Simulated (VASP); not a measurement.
## Ti8HO16 (a cell with a defect): single point with PBE

Ti8HO16 (a cell with a defect):

```
Ti O H
1.0
     4.64332   -4.64332    0.00000
    -4.64332   -4.64332    0.00000
     0.00000    4.64332   -5.92774
Ti O H
8 16 1
Direct
  0.51980 0.02137 0.01728
  0.25092 0.75392 0.48247
  0.97555 0.49596 0.99497
  0.73133 0.25022 0.50464
  0.11989 0.13639 0.24989
  0.90094 0.87805 0.75046
  0.61900 0.63656 0.25097
  0.34908 0.35162 0.75033
  0.63135 0.92966 0.24972
  0.41211 0.66670 0.74989
  0.13148 0.42991 0.25016
  0.88277 0.17953 0.75000
  0.05447 0.25303 0.49891
  0.80858 0.00582 0.00062
  0.55774 0.75508 0.49935
  0.30543 0.50415 0.00107
  0.20123 0.99205 0.99881
  0.95236 0.74335 0.50125
  0.69406 0.48916 0.00051
  0.44363 0.23864 0.49928
  0.62470 0.32117 0.25372
  0.37029 0.06211 0.75000
  0.12077 0.81747 0.24623
  0.85885 0.57079 0.74986
  0.56119 0.64881 0.74904
```

- Program: VASP 6.6.1
- Task: single point
- Functional: PBE
- Potentials or basis: VASP PAW PBE potentials, release 64 (Ti_sv, O, H)
- Cutoff: 520 eV
- k mesh: 3 × 3 × 3
- Occupations: gaussian, width 0.02 eV
- Spin: no spin polarisation

- Largest force: 0.106 eV/Å

Forces on the atoms (eV/Å):
```
Ti   0.000  0.038  0.060
Ti  -0.008  0.036 -0.064
Ti   0.040 -0.012 -0.018
Ti   0.028 -0.022  0.000
Ti   0.036 -0.011  0.015
Ti  -0.017  0.045  0.004
Ti   0.044 -0.014 -0.006
Ti   0.008 -0.053  0.012
O    0.010  0.004 -0.006
O   -0.068  0.050  0.004
O    0.006  0.000  0.004
O    0.022  0.010  0.002
O   -0.044  0.045  0.016
O    0.004  0.008  0.038
O   -0.003  0.007 -0.038
O   -0.049  0.049 -0.021
O    0.027 -0.024 -0.029
O    0.024 -0.017  0.028
O   -0.019  0.019  0.012
O   -0.014  0.019 -0.014
O   -0.047 -0.045 -0.030
O    0.000  0.007  0.001
O   -0.047 -0.045  0.030
O   -0.025 -0.040  0.001
H    0.091 -0.055 -0.002
```

Levels at points of the mesh, in eV from the Fermi level:
```
           k point  band 92  band 93  band 94  band 95  band 96  band 97  band 98  band 99  band 100  band 101
(0.00, 0.00, 0.00)    -1.29    -0.76    -0.74    -0.57    -0.12     1.95     2.23     2.46      2.52      2.55
```

It took 16 min on 1 thread of AMD EPYC 9R14 (Zen 4), with other jobs on the host, peak memory 0.47 GiB.

Caveat: the cell carries a net charge on a neutralising background, which shifts energy and pressure; the cell is charged against a uniform background, so pressure and absolute levels hang on convention.
